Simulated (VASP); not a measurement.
Set up this calculation in VASP 6.6.1, as the native input.

```
Task                   : relaxation of cell and atoms
Functional             : PBE
Potentials or basis    : VASP PAW PBE potentials, release 64 (Zn, Cu, O)
Cutoff                 : 600 eV
k mesh                 : 6 × 6 × 4
Occupations            : gaussian, width 0.1 eV
Spin                   : collinear spin
Starting moments       : [0.0, 0.0, 1.0, 1.0, 0.0, 0.0] μB
Dipole correction      : no
Further INCAR settings : ALGO = Normal; EDIFF = 1e-06; IBRION = 2; EDIFFG = -0.04; NSW = 90; ISIF = 3
```

The structure of ZnCuO lies in POSCAR:

```
ZnCuO
1.0
    3.0922970900      0.0000000000      0.0000000000
    0.0000000000      3.0922970900      0.0000000000
    0.0000000000      0.0000000000      7.1174559000
Zn Cu O
2 2 2
Direct
    0.5000000000      0.0000000000      0.1277291900
    0.0000000000      0.5000000000      0.8722708100
    0.5000000000      0.0000000000      0.6835422500
    0.0000000000      0.5000000000      0.3164577500
    0.5000000000      0.5000000000      0.0000000000
    0.0000000000      0.0000000000      0.0000000000
```

The cell was generated, and may not be a known phase.

These files were run (other wordings do the same):

INCAR

```
SYSTEM = ZnCuO
PREC = Accurate ; ENCUT = 600
EDIFF = 1E-6 ; ISMEAR = 0
SIGMA = 0.1 ; LREAL = .False.
LASPH = .True. ; NELM = 150
ALGO = Normal ; ISIF = 3
LWAVE = .False. ; LCHARG = .False.
ISPIN = 2 ; MAGMOM = 0 0 1 1 0 0
LORBIT = 11 ; LMAXMIX = 4
GGA = PE ; IBRION = 2
NSW = 90 ; EDIFFG = -0.04
```

KPOINTS

```
Automatic mesh
0
Gamma
  6 6 4
  0 0 0
```

Potentials or basis: VASP PAW PBE potentials, release 64 (Zn, Cu, O).

Command:

```console
$ cat potpaw_PBE.64/Zn/POTCAR potpaw_PBE.64/Cu/POTCAR potpaw_PBE.64/O/POTCAR > POTCAR
$ mpirun -np 1 vasp_std > vasp.out
```

It gave:

| Item | Value |
| --- | --- |
| Relaxed volume | 12.76 Å³/atom |
| Relaxed cell | a = 3.695 Å, b = 3.695 Å, c = 5.605 Å, α = 90.00°, β = 90.00°, γ = 90.00° |
| Space group after relaxing (to 0.1 Å) | P4/nmm (No. 129) |
| Pressure after relaxing | 0.1 GPa |
| Largest force after relaxing | 0.031 eV/Å |
| Band gap on the k mesh | zero (filled and empty bands overlap) |
| Net moment | 0.00 μB per cell |
| Valence electrons inside the program's atomic spheres | Zn 10.81; Cu 9.77; O 4.99 |

Caveat: a cell axis changed by over 15 % at a fixed basis, so the end point is rough.

Wall time 32 min on 1 thread of Intel(R) Xeon(R) 6975P-C (Granite Rapids) (shared host), peak memory 0.34 GiB.
